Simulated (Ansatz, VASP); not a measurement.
**LiF in VASP and in Ansatz**

```
CELL_PARAMETERS angstrom
3.05282 0.00000 0.00000
-1.52641 2.64382 0.00000
0.00000 0.00000 4.93366
ATOMIC_POSITIONS crystal
Li 0.33333 0.66667 0.38107
Li 0.66667 0.33333 0.88107
F 0.33333 0.66667 0.99393
F 0.66667 0.33333 0.49393
```

Alike in both runs: task single point; functional PBE; k mesh 9 × 9 × 6; occupations gaussian, width 0.05 eV; no spin polarisation.

|  | VASP | Ansatz |
| --- | --- | --- |
| version | VASP 6.6.1 | Ansatz 0.2.0 |
| potentials or method | VASP PAW PBE potentials, release 64 (Li_sv, F), cutoff 520 eV | scalar-relativistic, plane waves, PAW |
| valence electrons in the cell | 20 | 20 |

```csv
,VASP,Ansatz,Ansatz less VASP
gap on the k mesh at the Fermi level (eV),7.83,7.84,+0.013
least direct gap on the mesh (eV),7.83,7.84,+0.013
rms of the force components (eV/Å),0.061,0.058,-0.0033
```

Atom by atom the forces differ by 0.003 eV/Å (rms over components). With one functional, cell and mesh, what is left measures potentials, basis and numerics.

Noted on VASP's run: the cutoff is short for stress, so the pressure is rough.
